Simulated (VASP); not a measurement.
# Pt (P6_3/mmc) in VASP: single point with LDA

Aim: the single point of Pt with LDA.

Everything below comes from runs of VASP 6.6.1. Logs are shortened: lines on timing, memory, paths and dates and some standing lists are left out, and cuts for length are marked.

**1. The cell of the first run**

Symmetry: P6_3/mmc, No. 194, hexagonal system. Conventional cell: a = 2.761 Å, b = 2.761 Å, c = 4.792 Å, α = 90.00°, β = 90.00°, γ = 120.00°. Within 3.6 Å of Pt (site symmetry -6m2) lie 12 Pt at 2.76 to 2.88 Å.

This isn't the form of Pt at room conditions, which is fcc.

**2. Single point, LDA**

Input file INCAR:

```
PREC = Accurate ; ENCUT = 500
EDIFF = 1E-6 ; ISMEAR = -1
SIGMA = 0.1 ; LREAL = F
LASPH = T ; NELM = 120
ALGO = Normal ; ISIF = 2
LWAVE = F ; LCHARG = T
LELF = T ; LVHAR = T
ISYM = -1 ; NBANDS = 17
GGA_COMPAT = F
```

Input file KPOINTS:

```
explicit points
432
Reciprocal
  0.04166667   0.04166667   0.08333333 2
  0.04166667   0.04166667   0.25000000 2
  0.04166667   0.04166667   0.41666667 2
  0.04166667   0.04166667   0.58333333 2
  0.04166667   0.04166667   0.75000000 2
  0.04166667   0.04166667   0.91666667 2
[... 424 lines left out ...]
  0.45833333   0.95833333   0.75000000 2
  0.45833333   0.95833333   0.91666667 2
```

Input file POSCAR:

```
Pt
1.0
    2.7606700000      0.0000000000      0.0000000000
   -1.3803300000      2.3908100000      0.0000000000
    0.0000000000      0.0000000000      4.7921300000
Pt
2
Direct
    0.6666666667      0.3333333333      0.7500000000
    0.3333333333      0.6666666667      0.2500000000
```

Potentials or basis: VASP PAW LDA potentials, release 64 (Pt).

Command:

```console
cat potpaw_LDA.64/Pt/POTCAR > POTCAR
mpirun -np 1 vasp_std > vasp.out
```

OUTCAR:

```text
PREC = Accurate
   ENCUT = 500
   EDIFF = 1E-6
   ISMEAR = -1
   LREAL = F
   LASPH = T
   NELM = 120
   ISIF = 2
   ISYM = -1

 ion  position               nearest neighbor table
   1  0.667  0.333  0.750-   2 2.88   2 2.88   2 2.88   2 2.88   2 2.88   2 2.88
   2  0.333  0.667  0.250-   1 2.88   1 2.88   1 2.88   1 2.88   1 2.88   1 2.88

IMPORTANT INFORMATION: All symmetrisations will be switched off!
NOSYMM: (Re-)initialisation of all symmetry stuff for point group C_1.

----------------------------------------------------------------------------------------

                                     Primitive cell

  volume of cell :      31.6292

  direct lattice vectors                    reciprocal lattice vectors
     2.760670000  0.000000000  0.000000000     0.362230908  0.209133385  0.000000000
    -1.380330000  2.390810000  0.000000000     0.000000000  0.418268286  0.000000000
     0.000000000  0.000000000  4.792130000     0.000000000  0.000000000  0.208675474

  length of vectors
     2.760670000  2.760667196  4.792130000     0.418267861  0.418268286  0.208675474

  position of ions in fractional coordinates (direct lattice)
     0.666666667  0.333333333  0.750000000
     0.333333333  0.666666667  0.250000000

  ion indices of the primitive-cell ions
   primitive index   ion index
                 1           1
                 2           2

----------------------------------------------------------------------------------------

 KPOINTS: explicit points

Read explicit list of k-points.

 Found    432 k-points:

 Following reciprocal coordinates:
            Coordinates               Weight
  0.041667  0.041667  0.083333      0.002315
  0.041667  0.041667  0.250000      0.002315
  0.041667  0.041667  0.416667      0.002315
  0.041667  0.041667  0.583333      0.002315
  0.041667  0.041667  0.750000      0.002315
  0.041667  0.041667  0.916667      0.002315
[... 16 lines left out ...]
  0.041667  0.291667  0.750000      0.002315
  0.041667  0.291667  0.916667      0.002315
 [... further k-points ...]
   k-points           NKPTS =    432   k-points in BZ     NKDIM =    432   number of bands    NBANDS=     17
   number of dos      NEDOS =    301   number of ions     NIONS =      2
   total plane-waves  NPLWV =  14400
   dimension x,y,z NGX =    20 NGY =   20 NGZ =   36
   dimension x,y,z NGXF=    40 NGYF=   40 NGZF=   72
   ions per type =               2
   NGX,Y,Z   is equivalent  to a cutoff of  12.04, 12.04, 12.49 a.u.
   NGXF,Y,Z  is equivalent  to a cutoff of  24.09, 24.09, 24.98 a.u.
 SYSTEM =  unknown system
   PREC   = accura    normal or accurate (medium, high low for compatibility)
   ISTART =      0    job   : 0-new  1-cont  2-samecut
   ICHARG =      2    charge: 1-file 2-atom 10-const
   ISPIN  =      1    spin polarized calculation?
   LNONCOLLINEAR =      F non collinear calculations
   LSORBIT =      F    spin-orbit coupling
   LASPH  =      T    aspherical Exc in radial PAW
   ENCUT  =  500.0 eV  36.75 Ry    6.06 a.u.   5.03  5.03  8.74*2*pi/ulx,y,z
   NELM   =    120;   NELMIN=  2; NELMDL= -5     # of ELM steps
   EDIFF  = 0.1E-05   stopping-criterion for ELM
   LREAL  =      F    real-space projection
   EDIFFG = 0.1E-04   stopping-criterion for IOM
   NSW    =      0    number of steps for IOM
   IBRION =     -1    ionic relax: 0-MD 1-quasi-New 2-CG
   NFREE  =      0    steps in history (QN), initial steepest desc. (CG)
   ISIF   =      2    stress and relaxation
   ISYM   =     -1    0-nonsym 1-usesym 2-fastsym
   POTIM  = 0.5000    time-step for ionic-motion
   TEBEG  =    0.0;   TEEND  =   0.0 temperature during run
   PSTRESS=    0.0 pullay stress
   NELECT =      20.0000    total number of electrons
   NUPDOWN=      -1.0000    fix difference up-down
   EMIN   =  10.00;   EMAX   =-10.00  energy-range for DOS
   EFERMI =   0.00;   METHOD = LEGACY
   ISMEAR =    -1;   SIGMA  =   0.10  broadening in eV -4-tet -1-fermi 0-gaus
   EFERMI_NEDOS =   21; number of points for ismear=-14 and -15
   IALGO  =     38    algorithm
   IMIX   =      4    mixing-type and parameters
     AMIX     =   0.40;   BMIX     =  1.00
     AMIX_MAG =   1.60;   BMIX_MAG =  1.00
  volume/ion in A,a.u.               =      15.81       106.72
  Fermi-wavevector in a.u.,A,eV,Ry     =   1.405148  2.655345 26.863905  1.974441
  Thomas-Fermi vector in A             =   2.527638
   LORBIT       =      0    0 simple, 1 ext, 2 COOP (PROOUT), +10 PAW based schemes
   GGA     = CA    functional components
   LHFCALC =     F    Hartree Fock is set to
   AEXX    =    0.0000 exact exchange contribution
   IVDW    =     0    specifies the selected vdW correction
   LEPSILON=     F    determine dielectric tensor
   LRPA    =     F    only Hartree local field effects (RPA)
 non-spin polarized calculation
  energy-cutoff  :      500.00
  volume of cell :       31.63
 maximum number of plane-waves:       824
 NGX is ok and might be reduce to    20
   NGX = 11   NGY = 11   NGZ = 17

 number of electron      19.9999999 magnetization

 Free energy of the ion-electron system (eV)
  ---------------------------------------------------
  ext. energy  EPLUGINS =         0.00000000
  ---------------------------------------------------
  free energy    TOTEN  =       -14.85149487 eV

  energy without entropy =      -14.73782260  energy(sigma->0) =      -14.79465873

 E-fermi :  10.2188     XC(G=0): -13.4088

 val. band max:       10.2181401277   @ k =   0.4583   0.9583   0.7500
 cond. band min:      10.2220338268   @ k =   0.4583   0.3750   0.0833
 fundamental gap:      0.0038936992
 Fermi energy:        10.2188205684

 k-point     1 :       0.0417    0.0417    0.0833
  band No.  band energies     occupation
      1       0.7556      2.00000
      2       3.3103      2.00000
      3       6.2328      2.00000
      4       6.7494      2.00000
      5       6.9219      2.00000
      6       7.0294      2.00000
[... 9 lines left out ...]
     16      27.5796      0.00000
     17      29.7626      0.00000

 k-point     2 :       0.0417    0.0417    0.2500
  band No.  band energies     occupation
      1       1.2081      2.00000
      2       3.2124      2.00000
      3       6.1701      2.00000
      4       6.6352      2.00000
      5       6.8073      2.00000
      6       6.8737      2.00000
[... 9 lines left out ...]
     16      26.9208      0.00000
     17      29.2432      0.00000

 k-point     3 :       0.0417    0.0417    0.4167
  band No.  band energies     occupation
      1       1.9952      2.00000
      2       2.7951      2.00000
      3       6.0927      2.00000
      4       6.3168      2.00000
      5       6.6572      2.00000
      6       6.8655      2.00000
[... 9 lines left out ...]
     16      26.1414      0.00000
     17      29.4154      0.00000

 k-point     4 :       0.0417    0.0417    0.5833
  band No.  band energies     occupation
      1       1.9952      2.00000
      2       2.7951      2.00000
      3       6.0927      2.00000
      4       6.3168      2.00000
      5       6.6572      2.00000
      6       6.8655      2.00000
[... 9 lines left out ...]
     16      26.1414      0.00000
     17      29.4153      0.00000

 k-point     5 :       0.0417    0.0417    0.7500
  band No.  band energies     occupation
      1       1.2081      2.00000
      2       3.2124      2.00000
      3       6.1701      2.00000
      4       6.6352      2.00000
      5       6.8073      2.00000
      6       6.8737      2.00000
[... 9 lines left out ...]
     16      26.9208      0.00000
     17      29.2431      0.00000

 k-point     6 :       0.0417    0.0417    0.9167
  band No.  band energies     occupation
      1       0.7556      2.00000
      2       3.3103      2.00000
      3       6.2328      2.00000
      4       6.7494      2.00000
      5       6.9219      2.00000
      6       7.0294      2.00000
[... 9 lines left out ...]
     16      27.5796      0.00000
     17      29.7617      0.00000

 k-point     7 :       0.0417    0.1250    0.0833
  band No.  band energies     occupation
      1       1.3540      2.00000
      2       3.8327      2.00000
      3       6.0721      2.00000
      4       6.6639      2.00000
      5       6.8570      2.00000
      6       7.2291      2.00000
[... 9 lines left out ...]
     16      27.4733      0.00000
     17      28.4218      0.00000

 k-point     8 :       0.0417    0.1250    0.2500
  band No.  band energies     occupation
      1       1.7876      2.00000
      2       3.7698      2.00000
      3       6.1539      2.00000
      4       6.2326      2.00000
      5       6.4239      2.00000
      6       7.1364      2.00000
[... 9 lines left out ...]
     16      27.2684      0.00000
     17      27.9331      0.00000
[... 203 lines left out ...]
      1       3.2396      2.00000
      2       4.3452      2.00000
      3       5.3161      2.00000
      4       6.1544      2.00000
      5       6.6822      2.00000
      6       7.2857      2.00000
[... 9 lines left out ...]
     16      25.2397      0.00000
     17      26.4860      0.00000

 k-point    20 :       0.0417    0.2917    0.2500
  band No.  band energies     occupation
      1       3.3874      2.00000
      2       4.3963      2.00000
      3       5.2352      2.00000
      4       5.7882      2.00000
      5       6.8161      2.00000
      6       7.5853      2.00000
[... 9 lines left out ...]
     16      25.3153      0.00000
     17      26.5989      0.00000

 k-point    21 :       0.0417    0.2917    0.4167
  band No.  band energies     occupation
      1       3.7101      2.00000
      2       4.1537      2.00000
      3       5.2438      2.00000
      4       5.5174      2.00000
      5       7.1493      2.00000
      6       7.4753      2.00000
[... 9 lines left out ...]
     16      25.3761      0.00000
     17      26.6041      0.00000

 k-point    22 :       0.0417    0.2917    0.5833
  band No.  band energies     occupation
      1       3.7101      2.00000
      2       4.1537      2.00000
      3       5.2438      2.00000
      4       5.5174      2.00000
      5       7.1493      2.00000
      6       7.4753      2.00000
[... 9 lines left out ...]
     16      25.3761      0.00000
     17      26.6041      0.00000

 k-point    23 :       0.0417    0.2917    0.7500
  band No.  band energies     occupation
      1       3.3874      2.00000
      2       4.3963      2.00000
      3       5.2352      2.00000
      4       5.7882      2.00000
      5       6.8161      2.00000
      6       7.5853      2.00000
[... 9 lines left out ...]
     16      25.3153      0.00000
     17      26.5989      0.00000

 k-point    24 :       0.0417    0.2917    0.9167
  band No.  band energies     occupation
      1       3.2396      2.00000
      2       4.3452      2.00000
      3       5.3161      2.00000
      4       6.1544      2.00000
      5       6.6822      2.00000
      6       7.2857      2.00000
[... 9 lines left out ...]
     16      25.2397      0.00000
     17      26.4860      0.00000

 [... further k-points ...]

------------------------ aborting loop because EDIFF is reached ----------------------------------------

  FORCE on cell =-STRESS in cart. coord.  units (eV):
  Direction    XX          YY          ZZ          XY          YZ          ZX
  --------------------------------------------------------------------------------------
  -------------------------------------------------------------------------------------
  Total       -2.8571609     -2.9042261     -3.1001168     -0.0408115      0.0000004     -0.0000004
  in kB     -144.7295243   -147.1136098   -157.0364569     -2.0673053      0.0000206     -0.0000222
  external PRESSURE =    -149.6265303 kB  Pullay stress =       0.0000000 kB

 VOLUME and BASIS-vectors are now :
 -----------------------------------------------------------------------------
  energy-cutoff  :      500.00
  volume of cell :       31.63
      direct lattice vectors                 reciprocal lattice vectors
     2.760670000  0.000000000  0.000000000     0.362230908  0.209133385  0.000000000
    -1.380330000  2.390810000  0.000000000     0.000000000  0.418268286  0.000000000
     0.000000000  0.000000000  4.792130000     0.000000000  0.000000000  0.208675474

 POSITION                                       TOTAL-FORCE (eV/Angst)
 -----------------------------------------------------------------------------------
      1.38034      0.79694      3.59410         0.002695     -0.001556      0.000000
      0.00000      1.59387      1.19803        -0.002695      0.001556     -0.000000
 -----------------------------------------------------------------------------------
    total drift:                                0.000002      0.000000      0.000000

  FREE ENERGIE OF THE ION-ELECTRON SYSTEM (eV)
  ---------------------------------------------------
  free  energy   TOTEN  =       -14.8514948703 eV

  energy  without entropy=      -14.7378225969  energy(sigma->0) =      -14.79465873
```

Wall time 91 s (1 thread of Intel Xeon Platinum 8375C at 2.90GHz (Ice Lake), shared host); peak memory 0.28 GiB.

Results:

```
Free energy            : -14.8515 eV
Pressure               : -15.0 GPa
Largest force          : 0.003 eV/Å
Band gap on the k mesh : zero (bands 10 and 11 overlap by 1.12 eV)
```

Forces in eV/Å, atoms in the order of the input:
```
Pt   0.003 -0.002  0.000
Pt  -0.003  0.002  0.000
```

Caveat: the cell stands under tension; spin-orbit coupling is left out, which moves the levels of the heavy elements.
